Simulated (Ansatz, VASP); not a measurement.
**Ge in VASP and in Ansatz**

The input INCAR:

```
  PREC = Accurate
  ENCUT = 520
  EDIFF = 1E-6
  ISMEAR = 0
  SIGMA = 0.15
  LREAL = False
  LASPH = True
  NELM = 60
  ALGO = Fast
  ISIF = 2
  LWAVE = False
  LCHARG = False
  GGA = PS
  NBANDS = 51
```

File KPOINTS:

```
regular mesh
0
Gamma
  17 17 6
```

Contents of POSCAR:

```
Ge
1.0
    2.8378807265     -2.8378807265      0.0000000000
    2.8378807265      0.0000000000     -2.8378807265
    5.5025563721      5.5025563721      5.5025563721
Ge
6
Direct
    0.6666666667      0.6666666667      0.5586824354
    1.0000000000      0.0000000000      0.2148567013
    0.3333333333      0.3333333333      0.9025081695
    0.6666666667      0.6666666667      0.8165517360
    1.0000000000      0.0000000000      0.4727260019
    0.3333333333      0.3333333333      0.1289002677
```

Input for Ansatz:

```yaml
crystal:
  lattice:
    - [2.8378807265, -2.8378807265, 0.0]
    - [2.8378807265, 0.0, -2.8378807265]
    - [5.5025563721, 5.5025563721, 5.5025563721]
  atoms:
    - { symbol: Ge, position: [0.6666666667, 0.6666666667, 0.5586824354] }
    - { symbol: Ge, position: [1.0, 0.0, 0.2148567013] }
    - { symbol: Ge, position: [0.3333333333, 0.3333333333, 0.9025081695] }
    - { symbol: Ge, position: [0.6666666667, 0.6666666667, 0.816551736] }
    - { symbol: Ge, position: [1.0, 0.0, 0.4727260019] }
    - { symbol: Ge, position: [0.3333333333, 0.3333333333, 0.1289002677] }
basis:
  ecutwfc: 420
kpoints:
  mp_grid: { grid: [17, 17, 6] }
hamiltonian:
  xc: pbesol
scf:
  occupations: { method: gaussian, width: 0.15 }
output:
  forces: true
  stress: true
  eigenvalues: true
```

Alike in both runs: task single point; functional PBEsol; k mesh 17 × 17 × 6; occupations gaussian, width 0.15 eV; no spin polarisation.

|  | VASP | Ansatz |
| --- | --- | --- |
| version | VASP 6.6.1 | Ansatz 0.2.0 |
| potentials or method | VASP PAW PBE potentials, release 64 (Ge_d), cutoff 520 eV | scalar-relativistic, plane waves, PAW |
| valence electrons in the cell | 84 | 84 |

```tsv
	VASP	Ansatz	Ansatz less VASP
gap on the k mesh at the Fermi level (eV)	none	none	-
pressure (GPa)	2.5	3.6	+1.07
traceless stress, the component that is largest in VASP (GPa)	3.50	3.52	+0.020
rms of the force components (eV/Å)	1.231	1.232	+0.0012
```

VASP's potentials were made for PBE, not for PBEsol. Atom by atom the forces differ by 0.001 eV/Å (rms over components). A gap of «none» marks a metal or a gap that the smearing closes. The functional is the same, so the differences come from potentials, cutoffs and numerics.
